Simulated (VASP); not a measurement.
# MgI2 (P-3m1) in VASP: a series of runs

MgI2 is run at these levels: PBE; tasks: single point.

Everything below comes from runs of VASP 6.6.1. Logs are shortened: lines on timing, memory, paths and dates and some standing lists are left out, and cuts for length are marked.

## (1) The cell of the first run

The structure is trigonal, space group P-3m1 (No. 164). Conventional cell: a = 4.252 Å, b = 4.252 Å, c = 7.894 Å, α = 90.00°, β = 90.00°, γ = 120.00°. Within 3.9 Å of Mg (site symmetry -3m) lie 6 I at 2.95 Å. I (site symmetry 3m) has 3 Mg at 2.95 Å within 3.9 Å.

## (2) Single point, PBE

INCAR reads:

```
PREC = Accurate
ENCUT = 520
EDIFF = 1E-6
ISMEAR = 0
SIGMA = 0.05
LREAL = F
LASPH = T
NELM = 100
ALGO = Normal
ISIF = 2
LWAVE = F
LCHARG = F
GGA = PE
NBANDS = 15
```

KPOINTS reads:

```
Automatic mesh
0
Gamma
  6 6 4
```

POSCAR reads:

```
MgI2
1.0
    4.2516112781      0.0000000000      0.0000000000
   -2.1258056391      3.6820033739      0.0000000000
    0.0000000000      0.0000000000      7.8941785324
Mg I
1 2
Direct
    0.0000000000      0.0000000000      0.0000000000
    0.3333333333      0.6666666667      0.7935475476
    0.6666666667      0.3333333333      0.2064524524
```

Potentials or basis: VASP PAW PBE potentials, release 64 (Mg, I).

Run with:

```console
$ cat potpaw_PBE.64/Mg/POTCAR potpaw_PBE.64/I/POTCAR > POTCAR
$ mpirun -np 1 vasp_std > vasp.out
```

OUTCAR:

```text
PREC = Accurate
   ENCUT = 520
   EDIFF = 1E-6
   ISMEAR = 0
   LREAL = F
   LASPH = T
   NELM = 100
   ISIF = 2
   GGA = PE

 ion  position               nearest neighbor table
   1  0.000  0.000  0.000-   2 2.95   3 2.95   3 2.95   2 2.95   3 2.95   2 2.95
   2  0.333  0.667  0.794-   1 2.95   1 2.95   1 2.95
   3  0.667  0.333  0.206-   1 2.95   1 2.95   1 2.95

  LATTYP: Found a hexagonal cell.
 ALAT       =     4.2516112781
 C/A-ratio  =     1.8567498334

  Lattice vectors:

 A1 = (   4.2516112781,   0.0000000000,   0.0000000000)
 A2 = (  -2.1258056391,   3.6820033739,   0.0000000000)
 A3 = (   0.0000000000,   0.0000000000,   7.8941785324)

Analysis of symmetry for initial positions (statically):
[... 33 lines left out ...]
                                     Primitive cell

  volume of cell :     123.5790

  direct lattice vectors                    reciprocal lattice vectors
     4.251611278  0.000000000  0.000000000     0.235204946  0.135795639  0.000000000
    -2.125805639  3.682003374  0.000000000     0.000000000  0.271591277  0.000000000
     0.000000000  0.000000000  7.894178532     0.000000000  0.000000000  0.126675625

  length of vectors
     4.251611278  4.251611278  7.894178532     0.271591277  0.271591277  0.126675625

  position of ions in fractional coordinates (direct lattice)
     0.000000000  0.000000000  0.000000000
     0.333333333  0.666666667  0.793547548
     0.666666667  0.333333333  0.206452452

  ion indices of the primitive-cell ions
   primitive index   ion index
                 1           1
                 2           2
                 3           3

----------------------------------------------------------------------------------------

 KPOINTS: Automatic mesh

Automatic generation of k-mesh.
 Grid dimensions read from file:
 generate k-points for:    6    6    4

 Generating k-lattice:

  Cartesian coordinates                     Fractional coordinates (reciprocal lattice)
     0.039200824  0.022632606  0.000000000     0.166666667  0.000000000  0.000000000
     0.000000000  0.045265213  0.000000000     0.000000000  0.166666667  0.000000000
     0.000000000  0.000000000  0.031668906     0.000000000  0.000000000  0.250000000

  Length of vectors
     0.045265213  0.045265213  0.031668906

  Shift w.r.t. Gamma in fractional coordinates (k-lattice)
[... 9 lines left out ...]
  0.000000  0.000000  0.000000      1.000000
  0.166667  0.000000  0.000000      6.000000
  0.333333  0.000000  0.000000      6.000000
  0.500000  0.000000  0.000000      3.000000
  0.166667  0.166667  0.000000      6.000000
  0.333333  0.166667  0.000000     12.000000
[... 22 lines left out ...]
   dimension x,y,z NGXF=    64 NGYF=   64 NGZF=  120
   ions per type =               1   2
   NGX,Y,Z   is equivalent  to a cutoff of  12.51, 12.51, 12.64 a.u.
   NGXF,Y,Z  is equivalent  to a cutoff of  25.03, 25.03, 25.27 a.u.
 SYSTEM =  unknown system
   PREC   = accura    normal or accurate (medium, high low for compatibility)
   ISTART =      0    job   : 0-new  1-cont  2-samecut
   ICHARG =      2    charge: 1-file 2-atom 10-const
   ISPIN  =      1    spin polarized calculation?
   LNONCOLLINEAR =      F non collinear calculations
   LSORBIT =      F    spin-orbit coupling
   LASPH  =      T    aspherical Exc in radial PAW
   ENCUT  =  520.0 eV  38.22 Ry    6.18 a.u.   7.91  7.91 14.68*2*pi/ulx,y,z
   NELM   =    100;   NELMIN=  2; NELMDL= -5     # of ELM steps
   EDIFF  = 0.1E-05   stopping-criterion for ELM
   LREAL  =      F    real-space projection
   EDIFFG = 0.1E-04   stopping-criterion for IOM
   NSW    =      0    number of steps for IOM
   IBRION =     -1    ionic relax: 0-MD 1-quasi-New 2-CG
[... 14 lines left out ...]
     AMIX     =   0.40;   BMIX     =  1.00
     AMIX_MAG =   1.60;   BMIX_MAG =  1.00
  volume/ion in A,a.u.               =      41.19       277.98
  Fermi-wavevector in a.u.,A,eV,Ry     =   0.828196  1.565064  9.332359  0.685909
  Thomas-Fermi vector in A             =   1.940531
   LORBIT       =      0    0 simple, 1 ext, 2 COOP (PROOUT), +10 PAW based schemes
   GGA     = PE    functional components
[... 6 lines left out ...]
 Gauss-broadening in eV      SIGMA  =   0.05
  energy-cutoff  :      520.00
  volume of cell :      123.58
 maximum number of plane-waves:      3372
   NGX = 15   NGY = 15   NGZ = 29

 number of electron      15.9999999 magnetization

 Free energy of the ion-electron system (eV)
  ---------------------------------------------------
  ext. energy  EPLUGINS =         0.00000000
  ---------------------------------------------------
  free energy    TOTEN  =        -7.73145238 eV

  energy without entropy =       -7.73145238  energy(sigma->0) =       -7.73145238

 E-fermi :   0.8936     XC(G=0):  -7.2756

 val. band max:        0.6120918827   @ k =   0.0000   0.0000   0.0000
 cond. band min:       4.3026042138   @ k =   0.5000   0.0000   0.5000
 fundamental gap:      3.6905123311
 Fermi energy:         0.8936113212

 k-point     1 :       0.0000    0.0000    0.0000
  band No.  band energies     occupation
      1     -11.0517      2.00000
      2     -10.4807      2.00000
      3      -2.2009      2.00000
      4       0.3024      2.00000
      5       0.3024      2.00000
      6       0.4654      2.00000
      7       0.6121      2.00000
      8       0.6121      2.00000
      9       4.3662      0.00000
     10       5.4925      0.00000
     11       7.2503      0.00000
     12       7.2503      0.00000
     13       7.5515      0.00000
     14       8.7483      0.00000
     15       8.7483      0.00000

 k-point     2 :       0.1667    0.0000    0.0000
  band No.  band energies     occupation
      1     -10.9310      2.00000
      2     -10.4192      2.00000
      3      -2.0968      2.00000
      4      -0.6153      2.00000
      5      -0.0806      2.00000
      6       0.0222      2.00000
      7       0.5022      2.00000
      8       0.5650      2.00000
      9       5.1241      0.00000
     10       6.0345      0.00000
     11       6.7829      0.00000
     12       7.6768      0.00000
     13       7.8691      0.00000
     14       8.6130      0.00000
     15       9.1475      0.00000

 k-point     3 :       0.3333    0.0000    0.0000
  band No.  band energies     occupation
      1     -10.6478      2.00000
      2     -10.3102      2.00000
      3      -2.2577      2.00000
      4      -1.6525      2.00000
      5      -0.7324      2.00000
      6      -0.3762      2.00000
      7       0.3404      2.00000
      8       0.3764      2.00000
      9       4.7258      0.00000
     10       6.1781      0.00000
     11       6.9910      0.00000
     12       8.0362      0.00000
     13       8.0578      0.00000
     14       8.7143      0.00000
     15       9.4304      0.00000

 k-point     4 :       0.5000    0.0000    0.0000
  band No.  band energies     occupation
      1     -10.4553      2.00000
      2     -10.2904      2.00000
      3      -2.6542      2.00000
      4      -1.9639      2.00000
      5      -0.5979      2.00000
      6      -0.5399      2.00000
      7       0.1128      2.00000
      8       0.2742      2.00000
      9       4.3297      0.00000
     10       6.1506      0.00000
     11       6.5967      0.00000
     12       7.9952      0.00000
     13       8.2911      0.00000
     14       9.3519      0.00000
     15       9.4702      0.00000
[... 307 lines left out ...]
 k-point    22 :       0.1667    0.1667    0.5000
  band No.  band energies     occupation
      1     -10.7141      2.00000
      2     -10.3491      2.00000
      3      -2.0539      2.00000
      4      -1.3315      2.00000
      5      -0.8252      2.00000
      6      -0.0227      2.00000
      7       0.0012      2.00000
      8       0.3184      2.00000
      9       5.3418      0.00000
     10       6.5437      0.00000
     11       7.2534      0.00000
     12       7.5854      0.00000
     13       7.9215      0.00000
     14       8.2939      0.00000
     15       9.1972      0.00000

 k-point    23 :       0.3333    0.1667    0.5000
  band No.  band energies     occupation
      1     -10.4609      2.00000
      2     -10.2867      2.00000
      3      -2.4540      2.00000
      4      -1.8389      2.00000
      5      -1.0780      2.00000
      6      -0.5659      2.00000
      7      -0.0085      2.00000
      8       0.2717      2.00000
      9       4.9954      0.00000
     10       6.5897      0.00000
     11       7.2010      0.00000
     12       7.5443      0.00000
     13       7.8024      0.00000
     14       9.2391      0.00000
     15       9.5895      0.00000

 k-point    24 :       0.3333    0.3333    0.5000
  band No.  band energies     occupation
      1     -10.3190      2.00000
      2     -10.3190      2.00000
      3      -2.3368      2.00000
      4      -1.6667      2.00000
      5      -1.6667      2.00000
      6      -1.0859      2.00000
      7       0.1465      2.00000
      8       0.1465      2.00000
      9       5.3410      0.00000
     10       6.9625      0.00000
     11       6.9625      0.00000
     12       8.4277      0.00000
     13       8.8104      0.00000
     14       8.9205      0.00000
     15       9.2198      0.00000

------------------------ aborting loop because EDIFF is reached ----------------------------------------

  FORCE on cell =-STRESS in cart. coord.  units (eV):
  Direction    XX          YY          ZZ          XY          YZ          ZX
  --------------------------------------------------------------------------------------
  -------------------------------------------------------------------------------------
  Total       -0.2018550     -0.2018550      0.3832857      0.0000000     -0.0000000     -0.0000000
  in kB       -2.6170106     -2.6170106      4.9692229      0.0000000     -0.0000000     -0.0000000
  external PRESSURE =      -0.0882661 kB  Pullay stress =       0.0000000 kB

 VOLUME and BASIS-vectors are now :
 -----------------------------------------------------------------------------
  energy-cutoff  :      520.00
  volume of cell :      123.58
      direct lattice vectors                 reciprocal lattice vectors
     4.251611278  0.000000000  0.000000000     0.235204946  0.135795639  0.000000000
    -2.125805639  3.682003374  0.000000000     0.000000000  0.271591277  0.000000000
     0.000000000  0.000000000  7.894178532     0.000000000  0.000000000  0.126675625

 POSITION                                       TOTAL-FORCE (eV/Angst)
 -----------------------------------------------------------------------------------
      0.00000      0.00000      0.00000        -0.000000      0.000000      0.000000
     -0.00000      2.45467      6.26441         0.000000     -0.000000     -0.123216
      2.12581      1.22733      1.62977        -0.000000      0.000000      0.123216
 -----------------------------------------------------------------------------------
    total drift:                               -0.000000      0.000000      0.000000

  FREE ENERGIE OF THE ION-ELECTRON SYSTEM (eV)
  ---------------------------------------------------
  free  energy   TOTEN  =        -7.7314523838 eV

  energy  without entropy=       -7.7314523838  energy(sigma->0) =       -7.73145238
```

It took 18 s on 1 thread of AMD EPYC 9R45 (Zen 5), shared host; peak memory 0.22 GiB.

Results:

| Quantity | Value |
| --- | --- |
| Free energy | -7.7315 eV |
| Pressure | 0.0 GPa |
| Largest force | 0.123 eV/Å |
| Band gap on the k mesh | 3.69 eV, indirect (least direct gap 3.75 eV) |

Forces in eV/Å, atoms in the order of the input:
```
Mg   0.000  0.000  0.000
I    0.000  0.000 -0.123
I    0.000  0.000  0.123
```

Caveat: spin-orbit coupling is left out, which moves the levels of the heavy elements; this functional lacks dispersion, which binds the layers, so the pressure and a relaxed spacing across them are unreliable.

[end of part 1 of 2]
